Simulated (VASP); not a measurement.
A run of VASP 6.6.1:

INCAR

```
SYSTEM = CsI
  PREC = Accurate
  ENCUT = 500
  EDIFF = 1E-6
  ISMEAR = 0
  SIGMA = 0.01
  LREAL = .FALSE.
  LASPH = .TRUE.
  NELM = 200
  ALGO = Normal
  ISIF = 2
  LWAVE = .FALSE.
  LCHARG = .FALSE.
  MAGMOM = 0 0 0 0 0 0
  LORBIT = 11
  LSORBIT = .TRUE.
  GGA_COMPAT = .FALSE.
  LORBMOM = .TRUE.
  NBANDS = 28
```

Contents of KPOINTS:

```
Automatic mesh
0
G
  4 4 4
  0 0 0
```

POSCAR

```
CsI
1.0
    4.5667000000      0.0000000000      0.0000000000
    0.0000000000      4.5667000000      0.0000000000
    0.0000000000      0.0000000000      4.5667000000
Cs I
1 1
Direct
    0.0000000000      0.0000000000      0.0000000000
    0.5000000000      0.5000000000      0.5000000000
```

Potentials or basis: VASP PAW LDA potentials, release 64 (Cs_sv, I).

Command:

```bash
$ cat potpaw_LDA.64/Cs_sv/POTCAR potpaw_LDA.64/I/POTCAR > POTCAR
$ mpirun -np 1 vasp_ncl > vasp.out
```

Hardware: 1 thread of AMD EPYC 7R43 64-Core Processor (Zen 3) (shared host).

Q: How long does it take, and how much memory?

A: Wall time 84 s on 1 thread of AMD EPYC 7R43 64-Core Processor (Zen 3), on a shared host, peak memory 0.27 GiB. Counts: scf iterations 13, k points 10.
